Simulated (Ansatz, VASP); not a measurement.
Be2C in VASP and in Ansatz

```xyz
3
Lattice="0.0000 2.1650 2.1650 2.1650 0.0000 2.1650 2.1650 2.1650 0.0000" Properties=species:S:1:pos:R:3 pbc="T T T"
Be    1.0825    1.0825    1.0825
Be    3.2475    3.2475    3.2475
C     0.0000    0.0000    0.0000
```

Alike in both runs: task single point; functional PBE; k mesh 6 × 6 × 6; occupations gaussian, width 0.05 eV; no spin polarisation.

```csv
,VASP,Ansatz
version,VASP 6.6.1,Ansatz 0.2.0
potentials or method,"VASP PAW PBE potentials, release 64 (Be, C), cutoff 600 eV","scalar-relativistic, plane waves, PAW"
valence electrons in the cell,8,8
```

|  | VASP | Ansatz | Ansatz less VASP |
| --- | --- | --- | --- |
| gap on the k mesh at the Fermi level (eV) | 1.15 | 1.17 | +0.013 |
| least direct gap on the mesh (eV) | 4.12 | 4.13 | +0.008 |
| pressure (GPa) | 0.0 | -0.3 | -0.27 |
